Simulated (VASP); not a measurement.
Here is a VASP 6.6.1 calculation.

File INCAR:

```
PREC     = Accurate       # precision mode
ENCUT    = 600            # plane-wave cutoff, eV
EDIFF    = 1E-7           # SCF threshold, eV
ISMEAR   = 0              # smearing method
SIGMA    = 0.1            # smearing width, eV
LREAL    = False          # projectors in reciprocal space
LASPH    = True           # aspherical terms in the spheres
NELM     = 200            # most SCF steps
ALGO     = Normal         # electronic algorithm
ISIF     = 3              # what is computed and relaxed
LWAVE    = False          # write WAVECAR
LCHARG   = False          # write CHGCAR
GGA      = PE             # functional
IBRION   = 2              # ionic algorithm
NSW      = 100            # ionic steps
EDIFFG   = -0.01          # ionic threshold
GGA_COMPAT= False        
NELMIN   = 4            
LMAXMIX  = 6              # l up to which the mixer works
```

Contents of KPOINTS:

```
regular mesh
0
Gamma
  6 6 6
```

The input POSCAR:

```
Dy5C
1.0
    3.2980848315      1.9041501653      4.0002488189
   -3.2980848315      1.9041501653      4.0002488189
    0.0000000000     -3.8083003306      4.0002488189
Dy C
5 1
Direct
    0.0000000000      0.0000000000      0.5000000000
    0.5000000000      0.0000000000      0.0000000000
    0.0000000000      0.5000000000      0.0000000000
    0.3807134732      0.3807134732      0.3807134732
    0.6192865268      0.6192865268      0.6192865268
    0.0000000000      0.0000000000      0.0000000000
```

Potentials or basis: VASP PAW PBE potentials, release 64 (Dy_3, C), 4f in core.

Command:

```sh
$ cat potpaw_PBE.64/Dy_3/POTCAR potpaw_PBE.64/C/POTCAR > POTCAR
$ mpirun -np 1 vasp_std > vasp.out
```

Question: Estimate the relaxed volume.

Answer: 25.58 Å³/atom.

Question: Predict the relaxed cell.

Answer: a = 5.558 Å, b = 5.558 Å, c = 5.558 Å, α = 73.27°, β = 73.27°, γ = 73.27°.

Question: What does it give for the band gap on the k mesh?

Answer: Zero (an odd number of electrons rules out a gap without spin polarisation).

Question: Predict the space group after relaxing (to 0.1 Å).

Answer: R-3m (No. 166).

The path:
| step | energy change (eV) | largest force (eV/Å) | pressure (GPa) | volume (Å³) |
| --- | --- | --- | --- | --- |
| 1 | 0.0000 | 0.0392 | 0.95 | 150.73 |
| 2 | -0.0081 | 0.0261 | -0.17 | 154.02 |
| 3 | -0.0083 | 0.0281 | -0.02 | 153.53 |
| 4 | -0.0083 | 0.0284 | 0.02 | 153.47 |
| 5 | -0.0084 | 0.0124 | 0.01 | 153.47 |
| 6 | -0.0084 | 0.0026 | 0.01 | 153.46 |

Caveat: spin-orbit coupling is left out, which moves the levels of the heavy elements; the 4f electrons are frozen in the core, so they carry no moment and show no levels. Spin polarisation is off, so any magnetic state and its effect on volume and gap are missing.
